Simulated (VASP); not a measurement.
A run of VASP 6.6.1:

The input INCAR:

```
ALGO = Normal
EDIFF = 1E-6
ENCUT = 500
GGA = PE
GGA_COMPAT = F
ISIF = 2
ISMEAR = 0
LASPH = T
LCHARG = F
LREAL = F
LWAVE = F
NBANDS = 41
NELM = 120
PREC = Accurate
SIGMA = 0.1
```

Contents of KPOINTS:

```
k-points
0
Gamma
  4 4 4
```

POSCAR

```
Ag2Pt
1.0
    0.0000000000      3.7978900189      3.7978900189
    3.7978900189      0.0000000000      3.7978900189
    3.7978900189      3.7978900189      0.0000000000
Ag Pt
4 2
Direct
    0.6250000000      0.6250000000      0.6250000000
    0.1250000000      0.6250000000      0.6250000000
    0.6250000000      0.6250000000      0.1250000000
    0.6250000000      0.1250000000      0.6250000000
    0.0000000000      0.0000000000      0.0000000000
    0.2500000000      0.2500000000      0.2500000000
```

Potentials or basis: VASP PAW PBE potentials, release 64 (Ag, Pt).

The run is started by

```console
$ cat potpaw_PBE.64/Ag/POTCAR potpaw_PBE.64/Pt/POTCAR > POTCAR
$ mpirun -np 1 vasp_std > vasp.out
```

Hardware: 1 thread of Intel(R) Xeon(R) 6975P-C (Granite Rapids), with other jobs on the host.

Problem. How long does it take, and how much memory?

Solution. Run time: 28 s on 1 thread of Intel(R) Xeon(R) 6975P-C (Granite Rapids) (shared host), peak memory 0.23 GiB. Counts: scf iterations 13, k points 8.
